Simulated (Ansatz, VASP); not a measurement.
**Two plane-wave programs on Pd**

```
CELL_PARAMETERS angstrom
2.58771 0.00000 0.00000
0.00000 2.58771 0.00000
0.00000 0.00000 2.58771
ATOMIC_POSITIONS crystal
Pd 0.00000 0.00000 0.00000
```

Alike in both runs: functional r2SCAN; k mesh 6 × 6 × 6; occupations gaussian, width 0.1 eV; no spin polarisation.

Ansatz relaxed the structure, and its values are those at the end. VASP's run is a single point on that final structure, the one shown.

|  | VASP | Ansatz |
| --- | --- | --- |
| version | VASP 6.6.1 | Ansatz 0.2.0 |
| potentials or method | VASP PAW PBE potentials, release 64 (Pd), cutoff 520 eV | scalar-relativistic, plane waves, PAW |
| valence electrons in the cell | 10 | 18 |

|  | VASP | Ansatz | Ansatz less VASP |
| --- | --- | --- | --- |
| gap on the k mesh at the Fermi level (eV) | none | none | - |
| pressure (GPa) | 0.6 | 0.1 | -0.55 |

VASP's potentials were made for PBE, not for r2SCAN. A gap of «none» marks a metal or a gap that the smearing closes. With one functional, cell and mesh, what is left measures potentials, basis and numerics. VASP's potentials hold 10 valence electrons a cell and Ansatz's 18, so a difference there can come from the potentials and not from the codes.

The k mesh is coarse, so the values compare programs but aren't converged.
